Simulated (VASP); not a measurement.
Mg6BiB, 8 atoms in the cell. The typed cell holds 8 atoms: a = 3.885 Å, b = 6.745 Å, c = 6.745 Å, α = 81.24°, β = 90.00°, γ = 90.00°.  This cell differs from its parent crystal: atoms moved at random.

| Quantity | Value |
| --- | --- |
| Program | VASP 6.6.1 |
| Task | single point |
| Functional | PBE |
| Potentials or basis | VASP PAW PBE potentials, release 64 (Bi_d, Mg, B) |
| Cutoff | 520 eV |
| k mesh | 7 × 4 × 4 |
| Occupations | fermi-dirac, width 0.05 eV |
| Spin | no spin polarisation |
| Dipole correction | no |
| Further INCAR settings | ALGO = Fast; EDIFF = 1e-07; NBANDS = 25 |

Potentials or basis: VASP PAW PBE potentials, release 64 (Bi_d, Mg, B).

The run is started by

```bash
$ cat potpaw_PBE.64/Bi_d/POTCAR potpaw_PBE.64/Mg/POTCAR potpaw_PBE.64/B/POTCAR > POTCAR
$ mpirun -np 1 vasp_std > vasp.out
```

Hardware: 1 thread of Oxide Virtual Turin-like Processor, on a shared host.

Estimate the wall time of this run.

Wall time 4 min on 1 thread of Oxide Virtual Turin-like Processor (shared host), peak memory 0.39 GiB. Counts: scf iterations 15, k points 58.
